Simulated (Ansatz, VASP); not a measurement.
AlN: VASP beside Ansatz

File INCAR:

```
PREC = Accurate
ENCUT = 600
EDIFF = 1E-6
ISMEAR = 0
SIGMA = 0.05
LREAL = False
LASPH = True
NELM = 120
ALGO = Normal
ISIF = 2
LWAVE = False
LCHARG = False
GGA = CA
NBANDS = 16
GGA_COMPAT = False
```

KPOINTS

```
regular mesh
0
Gamma
  9 9 6
```

File POSCAR:

```
AlN
1.0
    3.2789945844      0.0000000000      0.0000000000
   -1.6394972922      2.8683763727      0.0000000000
    0.0000000000      0.0000000000      4.1875630000
Al N
2 2
Direct
    0.3333333333      0.6666666667      0.7500000000
    0.6666666667      0.3333333333      0.2500000000
    0.3333333333      0.6666666667      0.2500000000
    0.6666666667      0.3333333333      0.7500000000
```

Input for Ansatz:

```yaml
crystal:
  lattice:
    - [3.2789945844, 0.0, 0.0]
    - [-1.6394972922, 2.8683763727, 0.0]
    - [0.0, 0.0, 4.187563]
  atoms:
    - { symbol: Al, position: [0.3333333333, 0.6666666667, 0.75] }
    - { symbol: Al, position: [0.6666666667, 0.3333333333, 0.25] }
    - { symbol: "N", position: [0.3333333333, 0.6666666667, 0.25] }
    - { symbol: "N", position: [0.6666666667, 0.3333333333, 0.75] }
basis:
  ecutwfc: 420
kpoints:
  mp_grid: { grid: [9, 9, 6] }
hamiltonian:
  xc: lda
scf:
  occupations: { method: gaussian, width: 0.05 }
output:
  forces: true
  stress: true
  eigenvalues: true
```

Change from the starting cell: strain -0.0100 x Voigt [1, 0, 0, 0, 0, 0], atoms carried along.

Alike in both runs: task single point; functional LDA; k mesh 9 × 9 × 6; occupations gaussian, width 0.05 eV; no spin polarisation.

|  | VASP | Ansatz |
| --- | --- | --- |
| version | VASP 6.6.1 | Ansatz 0.2.0 |
| potentials or method | VASP PAW LDA potentials, release 64 (Al, N), cutoff 600 eV | scalar-relativistic, plane waves, PAW |
| valence electrons in the cell | 16 | 16 |

VASP gave:

* gap on the k mesh at the Fermi level (eV): 3.35
* least direct gap on the mesh (eV): 3.35
* pressure (GPa): -6.2
* traceless stress, the component that is largest in VASP (GPa): 2.33
* rms of the force components (eV/Å): 0.070

Question: What did Ansatz give for the same quantities?

Answer: gap on the k mesh at the Fermi level (eV): 3.34; least direct gap on the mesh (eV): 3.34; pressure (GPa): -6.6; traceless stress, the component that is largest in VASP (GPa): 2.19; rms of the force components (eV/Å): 0.067.

LDA's correlation is that of Perdew and Zunger in VASP and of Perdew and Wang (1992) in Ansatz. Atom by atom the forces differ by 0.002 eV/Å (rms over components).
